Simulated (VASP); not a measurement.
# Pt (P6_3/mmc) in VASP: a series of runs, part 2 of 3

VASP 6.6.1. The steps go on from the part before.

### 4 Single point, LDA, collinear spin, ferromagnetic start

Contents of INCAR:

```
SYSTEM = Pt
  ALGO = Normal
  EDIFF = 1E-6
  ENCUT = 520
  GGA = CA
  ISIF = 2
  ISMEAR = 0
  ISPIN = 2
  LASPH = .True.
  LCHARG = .False.
  LMAXMIX = 4
  LORBIT = 11
  LREAL = .False.
  LWAVE = .False.
  MAGMOM = 0.15 0.15
  NBANDS = 21
  NELM = 150
  NUPDOWN = 0.3
  PREC = Accurate
  SIGMA = 0.15
```

Contents of KPOINTS:

```
k-points
0
Gamma
  21 21 10
  0 0 0
```

Contents of POSCAR:

```
Pt
1.0
    2.7872338290      0.0000000000      0.0000000000
   -1.3936169145      2.4138153022      0.0000000000
    0.0000000000      0.0000000000      4.8128176121
Pt
2
Direct
    0.6666666667      0.3333333333      0.7500000000
    0.3333333333      0.6666666667      0.2500000000
```

Started as:

```sh
> cat potpaw_LDA.64/Pt/POTCAR > POTCAR
> mpirun -np 1 vasp_std > vasp.out
```

Wall time 3.9 min (1 thread of Oxide Virtual Turin-like, shared host); peak memory 0.32 GiB.

It converged, with:

```
Free energy                                           : -14.7216 eV
Pressure                                              : -19.9 GPa
Net moment                                            : 0.30 μB per cell
Site moments                                          : Pt +0.15 μB
Valence electrons inside the program's atomic spheres : Pt 9.14
```

Stress tensor (GPa, compression positive):
```
-20.28   0.00   0.00
  0.00 -20.28   0.00
  0.00   0.00 -19.12
```

Caveat: spin-orbit coupling is left out, which moves the levels of the heavy elements; the total moment is fixed, so each spin has its own Fermi level.

### 5 Single point, LDA, collinear spin, ferromagnetic start

Contents of INCAR:

```
ALGO = Fast
EDIFF = 1E-6
ENCUT = 520
ISIF = 2
ISMEAR = 0
ISPIN = 2
LASPH = T
LCHARG = F
LMAXMIX = 4
LORBIT = 11
LREAL = F
LWAVE = F
MAGMOM = 0.05 0.05
NBANDS = 21
NELM = 150
NUPDOWN = 0.1
PREC = Accurate
SIGMA = 0.15
```

Contents of KPOINTS:

```
k-points
0
Gamma
  21 21 10
```

POSCAR is that of step 4.

Potentials or basis: VASP PAW LDA potentials, release 64 (Pt).

Started as:

```sh
> cat potpaw_LDA.64/Pt/POTCAR > POTCAR
> mpirun -np 1 vasp_std > vasp.out
```

OUTCAR:

```text
EDIFF = 1E-6
   ENCUT = 520
   ISIF = 2
   ISMEAR = 0
   ISPIN = 2
   LASPH = T
   LORBIT = 11
   LREAL = F
   NELM = 150
   NUPDOWN = 0.1
   PREC = Accurate

 ion  position               nearest neighbor table
   1  0.667  0.333  0.750-   2 2.89   2 2.89   2 2.89   2 2.89   2 2.89   2 2.89
   2  0.333  0.667  0.250-   1 2.89   1 2.89   1 2.89   1 2.89   1 2.89   1 2.89

  LATTYP: Found a hexagonal cell.
 ALAT       =     2.7872338290
 C/A-ratio  =     1.7267362221

  Lattice vectors:

[... 1372 lines left out ...]
  external PRESSURE =    -199.8669431 kB  Pullay stress =       0.0000000 kB

 VOLUME and BASIS-vectors are now :
 -----------------------------------------------------------------------------
  energy-cutoff  :      520.00
  volume of cell :       32.38
      direct lattice vectors                 reciprocal lattice vectors
     2.787233829  0.000000000  0.000000000     0.358778653  0.207140952  0.000000000
    -1.393616914  2.413815302  0.000000000     0.000000000  0.414281904  0.000000000
     0.000000000  0.000000000  4.812817612     0.000000000  0.000000000  0.207778495

 POSITION                                       TOTAL-FORCE (eV/Angst)
 -----------------------------------------------------------------------------------
      1.39362      0.80461      3.60961        -0.000000      0.000000      0.000000
     -0.00000      1.60921      1.20320         0.000000     -0.000000      0.000000
 -----------------------------------------------------------------------------------
    total drift:                               -0.000000      0.000000     -0.000000

  FREE ENERGIE OF THE ION-ELECTRON SYSTEM (eV)
  ---------------------------------------------------
  free  energy   TOTEN  =       -14.7251644076 eV

  energy  without entropy=      -14.6781685138  energy(sigma->0) =      -14.70166646

 total charge

# of ion       s       p       d       tot
------------------------------------------
    1        0.606   0.528   8.003   9.137
    2        0.606   0.528   8.003   9.137
--------------------------------------------------
tot          1.212   1.056  16.007  18.275

 magnetization (x)

# of ion       s       p       d       tot
------------------------------------------
    1        0.000  -0.000   0.049   0.049
    2        0.000  -0.000   0.049   0.049
--------------------------------------------------
tot          0.001  -0.000   0.098   0.099
```

OSZICAR:

```text
N       E                     dE             d eps       ncg     rms          rms(c)
DAV:   1     0.102991422618E+03    0.10299E+03   -0.96880E+03 24208   0.886E+02
DAV:   2    -0.131511112711E+02   -0.11614E+03   -0.10904E+03 27557   0.217E+02
DAV:   3    -0.156040101192E+02   -0.24529E+01   -0.24254E+01 28488   0.306E+01
DAV:   4    -0.156171700318E+02   -0.13160E-01   -0.13158E-01 27752   0.243E+00
DAV:   5    -0.156173150123E+02   -0.14498E-03   -0.14498E-03 28733   0.269E-01    0.154E+01
RMM:   6    -0.147989583780E+02    0.81836E+00   -0.98763E-01 24217   0.605E+00    0.794E+00
RMM:   7    -0.147332201790E+02    0.65738E-01   -0.13791E-01 24942   0.240E+00    0.306E+00
RMM:   8    -0.147255431073E+02    0.76771E-02   -0.21084E-02 25344   0.945E-01    0.798E-01
RMM:   9    -0.147251861638E+02    0.35694E-03   -0.10955E-03 27538   0.203E-01    0.224E-01
RMM:  10    -0.147251701861E+02    0.15978E-04   -0.25707E-04 26647   0.941E-02    0.992E-02
RMM:  11    -0.147251652762E+02    0.49099E-05   -0.48184E-05 26798   0.446E-02    0.307E-02
RMM:  12    -0.147251644076E+02    0.86855E-06   -0.81630E-06 27930   0.168E-02
   1 F= -.14725164E+02 E0= -.14701666E+02  d E =-.469959E-01  mag=     0.1000
```

stdout:

```text
POSCAR found type information on POSCAR Pt
 POSCAR found :  1 types and       2 ions
 scaLAPACK will be used
 LDA part: xc-table for (Slater(with rela. corr.)+CA(PZ))
 , standard interpolation
 POSCAR, INCAR and KPOINTS ok, starting setup
 FFT: planning ... GRIDC
 FFT: planning ... GRID_SOFT
 FFT: planning ... GRID
 WAVECAR not read
 entering main loop
```

Wall time 7.2 min (1 thread of Oxide Virtual Turin-like, shared host); peak memory 0.32 GiB.

What came out:

| Quantity | Value |
| --- | --- |
| Free energy | -14.7252 eV |
| Pressure | -20.0 GPa |
| Net moment | 0.10 μB per cell |
| Site moments | Pt +0.05 μB |
| Valence electrons inside the program's atomic spheres | Pt 9.14 |

Stress tensor (GPa, compression positive):
```
-20.46   0.00   0.00
  0.00 -20.46   0.00
  0.00   0.00 -19.04
```

Caveat: spin-orbit coupling is left out, which moves the levels of the heavy elements; the total moment is fixed, so each spin has its own Fermi level.

### 6 Single point, LDA, collinear spin, ferromagnetic start

This run uses another cell than the first one, of 16.86 Å³/atom, 1.041 times its volume.

Contents of INCAR:

```
ALGO = Normal
EDIFF = 1E-7
ENCUT = 520
ISIF = 2
ISMEAR = 0
ISPIN = 2
LASPH = True
LCHARG = True
LELF = True
LMAXMIX = 4
LORBIT = 11
LREAL = False
LVHAR = True
LWAVE = False
MAGMOM = 0.05 0.05
NBANDS = 21
NELM = 150
NUPDOWN = 0.1
PREC = Accurate
SIGMA = 0.15
```

KPOINTS is that of step 5.

Contents of POSCAR:

```
Pt
1.0
    2.8250521638      0.0000000000      0.0000000000
   -1.4125260819      2.4465669409      0.0000000000
    0.0000000000      0.0000000000      4.8781199007
Pt
2
Direct
    0.6666666667      0.3333333333      0.7500000000
    0.3333333333      0.6666666667      0.2500000000
```

Potentials or basis: VASP PAW LDA potentials, release 64 (Pt).

Started as:

```sh
> cat potpaw_LDA.64/Pt/POTCAR > POTCAR
> mpirun -np 1 vasp_std > vasp.out
```

OUTCAR:

```text
EDIFF = 1E-7
   ENCUT = 520
   ISIF = 2
   ISMEAR = 0
   ISPIN = 2
   LASPH = True
   LORBIT = 11
   LREAL = False
   NELM = 150
   NUPDOWN = 0.1
   PREC = Accurate

 ion  position               nearest neighbor table
   1  0.667  0.333  0.750-   2 2.93   2 2.93   2 2.93   2 2.93   2 2.93   2 2.93
   2  0.333  0.667  0.250-   1 2.93   1 2.93   1 2.93   1 2.93   1 2.93   1 2.93

  LATTYP: Found a hexagonal cell.
 ALAT       =     2.8250521638
 C/A-ratio  =     1.7267362222

  Lattice vectors:

 A1 = (   2.8250521638,   0.0000000000,   0.0000000000)
 A2 = (  -1.4125260819,   2.4465669409,   0.0000000000)
 A3 = (   0.0000000000,   0.0000000000,   4.8781199007)

Analysis of symmetry for initial positions (statically):
=====================================================================
 Subroutine PRICEL returns:
 Original cell was already a primitive cell.

 Routine SETGRP: Setting up the symmetry group for a
 hexagonal supercell.

 Subroutine GETGRP returns: Found 24 space group operations
 (whereof 12 operations were pure point group operations)
 out of a pool of 24 trial point group operations.

The static configuration has the point symmetry D_3d.
 The point group associated with its full space group is D_6h.

Analysis of symmetry for dynamics (positions and initial velocities):
=====================================================================
 Subroutine PRICEL returns:
 Original cell was already a primitive cell.

 Routine SETGRP: Setting up the symmetry group for a
 hexagonal supercell.

 Subroutine GETGRP returns: Found 24 space group operations
 (whereof 12 operations were pure point group operations)
 out of a pool of 24 trial point group operations.

The dynamic configuration has the point symmetry D_3d.
 The point group associated with its full space group is D_6h.

Analysis of structural, dynamic, and magnetic symmetry:
=====================================================================
 Subroutine PRICEL returns:
 Original cell was already a primitive cell.

[... 152 lines left out ...]
  ---------------------------------------------------
  free energy    TOTEN  =       -14.53057706 eV

  energy without entropy =      -14.48050177  energy(sigma->0) =      -14.50553942

 E-fermi :   9.0640     XC(G=0): -13.0450

 val. band max:        9.0776953795   @ k =   0.0952   0.0952   0.4000
 cond. band min:       9.0640191434   @ k =   0.2857   0.0476   0.0000
 fundamental gap:     -0.0136762361
 Fermi energy:         9.0786280161

 spin component 1

 k-point     1 :       0.0000    0.0000    0.0000
  band No.  band energies     occupation
      1       0.0288      1.00000
      2       2.6145      1.00000
      3       5.5281      1.00000
      4       5.9735      1.00000
      5       5.9735      1.00000
      6       6.3055      1.00000
[... 565 lines left out ...]
     20      29.2908      0.00000
     21      29.9315      0.00000

 [... further k-points ...]

 spin component 2

 k-point     1 :       0.0000    0.0000    0.0000
  band No.  band energies     occupation
      1       0.0390      1.00000
      2       2.6337      1.00000
      3       5.5570      1.00000
      4       6.0002      1.00000
      5       6.0002      1.00000
      6       6.3328      1.00000
[... 565 lines left out ...]
     20      29.3024      0.00000
     21      29.9447      0.00000

 [... further k-points ...]

------------------------ aborting loop because EDIFF is reached ----------------------------------------

  FORCE on cell =-STRESS in cart. coord.  units (eV):
  Direction    XX          YY          ZZ          XY          YZ          ZX
  --------------------------------------------------------------------------------------
  -------------------------------------------------------------------------------------
  Total       -5.7599131     -5.7599131     -5.2717857     -0.0000000      0.0000000      0.0000000
  in kB     -273.7098772   -273.7098772   -250.5141634     -0.0000000      0.0000000      0.0000000
  external PRESSURE =    -265.9779726 kB  Pullay stress =       0.0000000 kB

 VOLUME and BASIS-vectors are now :
 -----------------------------------------------------------------------------
  energy-cutoff  :      520.00
  volume of cell :       33.72
      direct lattice vectors                 reciprocal lattice vectors
     2.825052164  0.000000000  0.000000000     0.353975765  0.204368003  0.000000000
    -1.412526082  2.446566941  0.000000000     0.000000000  0.408736006  0.000000000
     0.000000000  0.000000000  4.878119901     0.000000000  0.000000000  0.204997011

 POSITION                                       TOTAL-FORCE (eV/Angst)
 -----------------------------------------------------------------------------------
      1.41253      0.81552      3.65859         0.000000     -0.000000      0.000000
     -0.00000      1.63104      1.21953        -0.000000      0.000000      0.000000
 -----------------------------------------------------------------------------------
    total drift:                                0.000000     -0.000000      0.000000

  FREE ENERGIE OF THE ION-ELECTRON SYSTEM (eV)
  ---------------------------------------------------
  free  energy   TOTEN  =       -14.5305770598 eV

  energy  without entropy=      -14.4805017733  energy(sigma->0) =      -14.50553942

 total charge

# of ion       s       p       d       tot
------------------------------------------
    1        0.587   0.484   7.979   9.050
    2        0.587   0.484   7.979   9.050
--------------------------------------------------
tot          1.174   0.967  15.959  18.101

 magnetization (x)

# of ion       s       p       d       tot
------------------------------------------
    1        0.000  -0.000   0.049   0.049
    2        0.000  -0.000   0.049   0.049
--------------------------------------------------
tot          0.001  -0.000   0.099   0.099
```

OSZICAR:

```text
N       E                     dE             d eps       ncg     rms          rms(c)
DAV:   1     0.101573744542E+03    0.10157E+03   -0.96481E+03 24200   0.882E+02
DAV:   2    -0.130132825794E+02   -0.11459E+03   -0.10730E+03 27550   0.214E+02
DAV:   3    -0.154159957472E+02   -0.24027E+01   -0.23733E+01 28529   0.300E+01
DAV:   4    -0.154291090794E+02   -0.13113E-01   -0.13112E-01 27522   0.241E+00
DAV:   5    -0.154292585899E+02   -0.14951E-03   -0.14951E-03 28702   0.272E-01    0.137E+01
DAV:   6    -0.145942986934E+02    0.83496E+00   -0.11604E+00 25907   0.857E+00    0.704E+00
DAV:   7    -0.145376144088E+02    0.56684E-01   -0.10131E-01 28086   0.250E+00    0.305E+00
DAV:   8    -0.145308220752E+02    0.67923E-02   -0.11126E-02 26973   0.753E-01    0.652E-01
DAV:   9    -0.145305902090E+02    0.23187E-03   -0.14584E-04 27951   0.890E-02    0.161E-01
DAV:  10    -0.145305788265E+02    0.11383E-04   -0.31796E-05 27819   0.398E-02    0.629E-02
DAV:  11    -0.145305769468E+02    0.18797E-05   -0.42952E-06 27125   0.143E-02    0.469E-03
DAV:  12    -0.145305770638E+02   -0.11704E-06   -0.13456E-07 24083   0.252E-03    0.394E-03
DAV:  13    -0.145305770598E+02    0.40420E-08   -0.19019E-08 14006   0.941E-04
   1 F= -.14530577E+02 E0= -.14505539E+02  d E =-.500753E-01  mag=     0.1000
```

Run time: 4.2 min. Hardware: 1 thread of Oxide Virtual Turin-like, shared host; peak memory 0.33 GiB.

What came out:

* Free energy: -14.5306 eV
* Pressure: -26.6 GPa
* Net moment: 0.10 μB per cell
* Site moments: Pt +0.05 μB
* Valence electrons inside the program's atomic spheres: Pt 9.05

Stress tensor (GPa, compression positive):
```
-27.37   0.00   0.00
  0.00 -27.37   0.00
  0.00   0.00 -25.05
```

Caveat: spin-orbit coupling is left out, which moves the levels of the heavy elements; the total moment is fixed, so each spin has its own Fermi level.

(Continued in part 3 of 3.)
